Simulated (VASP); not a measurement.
Runs of VASP 6.6.1 on CuO. The structure is that of space group P6_3/mmc (No. 194), or close to it. The cells are those of the table. 

```csv
task,level,potentials or basis,U,cell,k mesh,cutoff (eV),second run,k mesh for the DOS,occupations for the DOS,gap on the mesh (eV),pressure (GPa)
single point,PBE,"VASP PAW PBE potentials, release 64 (Cu, O)",-,"a = 3.201, b = 3.201, c = 4.461 Å, angles 90.0, 90.0, 120.0°, 4 atoms",10 × 10 × 6,520,-,-,-,none,2.9
single point,PBE,"VASP PAW PBE potentials, release 64 (Cu, O)",-,"a = 3.180, b = 3.180, c = 4.431 Å, angles 90.0, 90.0, 120.0°, 4 atoms",10 × 10 × 6,520,-,-,-,none,6.6
single point,LDA+U,"VASP PAW LDA potentials, release 64 (Cu_sv_GW, O)",Cu d U = 5.0 eV,"a = 3.180, b = 3.180, c = 4.431 Å, angles 90.0, 90.0, 120.0°, 4 atoms",10 × 10 × 6,700,valence_matched,-,-,none,(b)
single point,LDA+U,"VASP PAW LDA potentials, release 64 (Cu, O)",Cu d U = 8.0 eV,"a = 3.180, b = 3.180, c = 4.431 Å, angles 90.0, 90.0, 120.0°, 4 atoms",10 × 10 × 6,520,-,-,-,none,-17.6
electric field gradients,PBE,"VASP PAW PBE potentials, release 64 (Cu, O)",-,"a = 3.180, b = 3.180, c = 4.431 Å, angles 90.0, 90.0, 120.0°, 4 atoms",10 × 10 × 6,520,-,-,-,none,6.5
single point,PBE,"VASP PAW PBE potentials, release 64 (Cu, O)",-,"a = 3.221, b = 3.221, c = 4.490 Å, angles 90.0, 90.0, 120.0°, 4 atoms",10 × 10 × 6,520,-,-,-,none,-0.4
single point,LDA+U,"VASP PAW LDA potentials, release 64 (Cu, O)",Cu d U = 3.0 eV,"a = 3.180, b = 3.180, c = 4.431 Å, angles 90.0, 90.0, 120.0°, 4 atoms",10 × 10 × 6,520,-,-,-,none,-12.6
single point,PBE,"VASP PAW PBE potentials, release 64 (Cu, O)",-,"a = 3.137, b = 3.137, c = 4.372 Å, angles 90.0, 90.0, 120.0°, 4 atoms",10 × 10 × 6,520,-,-,-,none,(a)
single point,LDA,"VASP PAW LDA potentials, release 64 (Cu, O)",-,"a = 3.180, b = 3.180, c = 4.431 Å, angles 90.0, 90.0, 120.0°, 4 atoms",10 × 10 × 6,520,-,-,-,none,-9.4
single point,LDA+U,"VASP PAW LDA potentials, release 64 (Cu, O)",Cu d U = 2.0 eV,"a = 3.180, b = 3.180, c = 4.431 Å, angles 90.0, 90.0, 120.0°, 4 atoms",10 × 10 × 6,520,-,-,-,none,-11.5
single point,PBE,"VASP PAW PBE potentials, release 64 (Cu, O)",-,"a = 3.180, b = 3.180, c = 4.431 Å, angles 90.0, 90.0, 120.0°, 4 atoms",6 × 6 × 4,520,-,-,-,none,6.6
```

Alike in all rows: no spin polarisation; smearing fermi-dirac 0.05 eV.

Estimate the missing entries.

(a) 15.2; (b) -13.9.

Caveats: some runs use coarse meshes; semilocal functionals often make such compounds metallic where correlation or magnetic order opens a gap, which also shifts bond lengths (some runs); U without spin polarisation on a metal has little footing (some runs).

A gap of «none» marks levels without a gap at the run's occupations.

The runs don't all hold the same shells in valence.
